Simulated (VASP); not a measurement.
A run of VASP 6.6.1 is set up as follows.

POSCAR

```
PbS
1.0
    2.1005109573      1.2127305666      3.4301898177
   -2.1005109573      1.2127305666      3.4301898177
    0.0000000000     -2.4254611333      3.4301898176
Pb S
1 1
Direct
    0.9781436759      0.9781436759      0.9781436759
    0.4774576541      0.4774576541      0.4774576541
```

File INCAR.step1:

```
PREC = Accurate
ENCUT = 520
ISMEAR = 0
SIGMA = 0.01
LREAL = F
LASPH = T
NELM = 80
ISYM = 0
NBANDS = 17
GGA = PE
ALGO = Normal
EDIFF = 1E-4
LWAVE = T
LCHARG = F
```

File INCAR.step2:

```
PREC = Accurate
ENCUT = 520
EDIFF = 1E-6
ISMEAR = 0
SIGMA = 0.01
LREAL = F
LASPH = T
NELM = 80
ALGO = Normal
ISIF = 2
LWAVE = F
LCHARG = F
METAGGA = R2SCAN
LMIXTAU = T
ISYM = 0
NBANDS = 17
ISTART = 1
```

The input KPOINTS:

```
Automatic mesh
0
Gamma
  6 6 6
  0 0 0.5
```

Potentials or basis: VASP PAW PBE potentials, release 64 (Pb_d, S).

Command:

```bash
$ cat potpaw_PBE.64/Pb_d/POTCAR potpaw_PBE.64/S/POTCAR > POTCAR
$ cp INCAR.step1 INCAR
$ mpirun -np 1 vasp_std > vasp.out
$ cp INCAR.step2 INCAR
$ mpirun -np 1 vasp_std > vasp.out
```

**Question.** What does it give for the pressure?

**Answer.** 1.0 GPa.

**Question.** Predict the band gap on the k mesh.

**Answer.** 1.28 eV, direct.

Forces in eV/Å, atoms in the order of the input:
```
Pb   0.000  0.000 -0.003
S    0.000  0.000  0.003
```

Caveat: the PAW data sets were made with another functional, which shifts forces and pressure a little; spin-orbit coupling is left out, which moves the levels of the heavy elements. A k mesh can miss the band edges.
